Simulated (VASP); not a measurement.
The system is Sn3Sb2.

```
CELL_PARAMETERS angstrom
4.58583 0.00000 0.00000
-2.29292 3.97145 0.00000
0.00000 0.00000 7.13481
ATOMIC_POSITIONS crystal
Sn 0.00000 0.00000 0.00000
Sn 0.33333 0.66667 0.64500
Sn 0.66667 0.33333 0.35500
Sb 0.33333 0.66667 0.24500
Sb 0.66667 0.33333 0.75500
```

| Item | Value |
| --- | --- |
| Program | VASP 6.6.1 |
| Task | relaxation of cell and atoms |
| Functional | PBE |
| Potentials or basis | VASP PAW PBE potentials, release 64 (Sn_d, Sb) |
| Cutoff | 600 eV |
| k mesh | 6 × 6 × 4 |
| Occupations | gaussian, width 0.1 eV |
| Spin | no spin polarisation |

At the start: pressure 17.9 GPa; volume 25.99 Å³/atom.

Problem. Where does the relaxation end?

Solution. Over 25 steps the energy falls by 442.1 meV/atom and the volume is 31.48 Å³/atom (+21.1 %); space group P-3m1 (No. 164, to 0.1 Å) before and after.

Step by step:
```csv
step,energy change (eV),largest force (eV/Å),pressure (GPa),volume (Å³)
1,0.0000,2.1643,17.95,129.94
2,-1.5203,0.0992,-4.19,192.67
3,-1.8802,0.4468,-0.27,168.14
4,-1.8798,0.4244,-0.47,168.97
5,-1.9135,0.3887,-0.44,167.90
6,-1.9953,0.2773,-0.31,164.57
7,-2.0372,0.5504,0.67,157.42
8,-2.0468,0.3853,0.22,159.92
9,-2.0766,0.2144,-0.42,160.96
10,-2.0780,0.1725,-0.62,161.25
11,-2.0962,0.2208,0.11,157.84
12,-2.0977,0.2472,0.38,156.62
13,-2.1178,0.2184,0.18,156.91
14,-2.1228,0.3007,-0.13,157.30
15,-2.1273,0.2513,-0.02,157.16
16,-2.1494,0.1975,-0.13,157.34
17,-2.1908,0.1664,-0.26,157.85
18,-2.1709,0.2178,-0.01,158.77
19,-2.1984,0.1597,-0.26,158.15
20,-2.1981,0.1317,0.81,154.80
21,-2.2045,0.1487,0.25,156.48
22,-2.2095,0.0477,-0.12,157.87
23,-2.2095,0.0506,-0.11,157.83
24,-2.2100,0.0554,0.07,157.06
25,-2.2106,0.0274,-0.01,157.38
```

Final structure:
```xyz
5
Lattice="5.3214 0.0000 0.0000 -2.6607 4.6085 0.0000 0.0000 0.0000 6.4176" Properties=species:S:1:pos:R:3 pbc="T T T"
Sn    0.0000    0.0000    0.0000
Sn    0.0000    3.0723    4.5349
Sn    2.6607    1.5362    1.8827
Sb    0.0000    3.0723    1.4212
Sb    2.6607    1.5362    4.9964
```

Caveat: the volume moved by over 15 % at a fixed basis, so the end points are rough.
